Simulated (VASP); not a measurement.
GaSb3:

```
Sb Ga
1.0
     0.00000    3.73060    3.73060
     3.73060    0.00000    3.73060
     3.73060    3.73060    0.00000
Sb Ga
3 1
Cartesian
  3.7341 3.7222 3.7448
  5.6086 5.6120 5.6238
  1.9298 1.8437 1.8906
  -0.0053 0.0047 0.0411
```

This cell differs from its parent crystal: atoms moved at random.

Base run:

* Program: VASP 6.6.1
* Functional: PBEsol
* Potentials or basis: VASP PAW PBE potentials, release 64 (Sb, Ga_d)
* Cutoff: 520 eV
* k mesh: 6 × 6 × 6
* Occupations: fermi-dirac, width 0.05 eV
* Spin: no spin polarisation

Its results: band gap on the k mesh zero (band 14 reaches 8.58 eV, above the bottom of band 15 at 5.05 eV); pressure -3.4 GPa; largest force 0.043 eV/Å.

Task: The run is repeated on the same cell with these changes: functional from PBEsol to PBE; further incar settings from ALGO = Normal; EDIFF = 1e-07; NBANDS = 22 to ALGO = Normal; EDIFF = 1e-06; NBANDS = 22. What comes out?

Result: Band gap on the k mesh zero (band 14 reaches 8.73 eV, above the bottom of band 15 at 5.20 eV); pressure -0.6 GPa; largest force 0.049 eV/Å.

Caveats: spin-orbit coupling is left out, which moves the levels of the heavy elements; the PAW data sets were made with another functional, which shifts forces and pressure a little (some runs).
